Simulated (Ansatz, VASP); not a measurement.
**One calculation of Tl, two programs**

```xyz
2
Lattice="3.4560 0.0000 0.0000 -1.7280 2.9930 0.0000 0.0000 0.0000 5.7460" Properties=species:S:1:pos:R:3 pbc="T T T"
Tl    0.0000    1.9953    1.4365
Tl    1.7280    0.9977    4.3095
```

Change from the starting cell: strain +0.000 along x and y, +0.040 along z, atoms carried along.

Alike in both runs: task single point; functional PBEsol; k mesh 18 × 18 × 10; occupations gaussian, width 0.15 eV; no spin polarisation.

|  | VASP | Ansatz |
| --- | --- | --- |
| version | VASP 6.6.1 | Ansatz 0.2.0 |
| potentials or method | VASP PAW PBE potentials, release 64 (Tl_d), cutoff 520 eV | scalar-relativistic, plane waves, PAW |
| valence electrons in the cell | 26 | 26 |

|  | VASP | Ansatz | Ansatz less VASP |
| --- | --- | --- | --- |
| gap on the k mesh at the Fermi level (eV) | none | none | - |
| pressure (GPa) | -1.4 | -1.3 | +0.06 |
| traceless stress, the component that is largest in VASP (GPa) | -0.83 | -0.82 | +0.006 |

VASP's potentials were made for PBE, not for PBEsol. A gap of «none» marks a metal or a gap that the smearing closes.

Spin-orbit coupling is off throughout.
